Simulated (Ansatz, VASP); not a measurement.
# BiTe5: VASP beside Ansatz

```xyz
6
Lattice="0.0000 4.6766 4.6766 4.6766 0.0000 4.6766 4.6766 4.6766 0.0000" Properties=species:S:1:pos:R:3 pbc="T T T"
Bi    0.0000    0.0000    0.0000
Te    2.3383    2.3383    2.3383
Te    5.8458    3.5075    3.5075
Te    5.8458    5.8458    5.8458
Te    3.5075    5.8458    3.5075
Te    3.5075    3.5075    5.8458
```

Change from the starting cell: species swapped into the ZrCu5 type (F-43m, No. 216).

Alike in both runs: task single point; functional PBE; k mesh 4 × 4 × 4; occupations gaussian, width 0.1 eV; no spin polarisation.

|  | VASP | Ansatz |
| --- | --- | --- |
| version | VASP 6.6.1 | Ansatz 0.2.0 |
| potentials or method | VASP PAW PBE potentials, release 64 (Bi_d, Te), cutoff 520 eV | scalar-relativistic, plane waves, PAW |
| valence electrons in the cell | 45 | 95 |

|  | VASP | Ansatz | Ansatz less VASP |
| --- | --- | --- | --- |
| gap on the k mesh at the Fermi level (eV) | none | none | - |
| pressure (GPa) | -3.7 | -3.7 | +0.06 |

A gap of «none» marks a metal or a gap that the smearing closes. VASP's potentials hold 45 valence electrons a cell and Ansatz's 95, so a difference there can come from the potentials and not from the codes.

Spin-orbit coupling is off throughout.
